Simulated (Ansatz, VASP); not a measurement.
## MgO: VASP beside Ansatz

```xyz
2
Lattice="0.0000 2.1351 2.1351 2.1351 0.0000 2.1351 2.1351 2.1351 0.0000" Properties=species:S:1:pos:R:3 pbc="T T T"
Mg    0.0000    0.0000    0.0000
O     2.1351    2.1351    2.1351
```

Alike in both runs: task electric field gradients; functional PBE; k mesh 11 × 11 × 11; occupations fermi-dirac, width 0.01 eV; no spin polarisation.

|  | VASP | Ansatz |
| --- | --- | --- |
| version | VASP 6.6.1 | Ansatz 0.2.0 |
| potentials or method | VASP PAW PBE potentials, release 64 (Mg, O) | PAW with Ansatz's default frozen-core files, scalar-relativistic |
| plane-wave cutoff (eV) | 520 | 420 |
| valence electrons in the cell | 8 | 16 |

```tsv
	VASP	Ansatz	Ansatz less VASP
gap on the k mesh at the Fermi level (eV)	4.34	4.35	+0.017
pressure (GPa)	-2.4	-1.7	+0.74
```

With one functional, cell and mesh, what is left measures potentials, basis and numerics. VASP's potentials hold 8 valence electrons a cell and Ansatz's 16, so a difference there can come from the potentials and not from the codes.
